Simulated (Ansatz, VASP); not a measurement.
# PbS: VASP beside Ansatz

```
Pb S
1.0
     0.00000    3.01723    3.01723
     3.01723    0.00000    3.01723
     3.01723    3.01723    0.00000
Pb S
1 1
Direct
  0.00000 0.00000 0.00000
  0.50000 0.50000 0.50000
```

Alike in both runs: task single point; functional r2SCAN; k mesh 8 × 8 × 8; occupations gaussian, width 0.02 eV; no spin polarisation.

|  | VASP | Ansatz |
| --- | --- | --- |
| version | VASP 6.6.1 | Ansatz 0.2.0 |
| potentials or method | VASP PAW PBE potentials, release 64 (Pb_d, S), cutoff 550 eV | scalar-relativistic, plane waves, PAW |
| valence electrons in the cell | 20 | 20 |

VASP gave:

```
gap on the k mesh at the Fermi level (eV) : 0.81
least direct gap on the mesh (eV)         : 0.81
pressure (GPa)                            : -1.6
```

Estimate Ansatz's values.

gap on the k mesh at the Fermi level (eV): 0.80; least direct gap on the mesh (eV): 0.80; pressure (GPa): -1.6.

VASP's potentials were made for PBE, not for r2SCAN.

Spin-orbit coupling is off throughout.
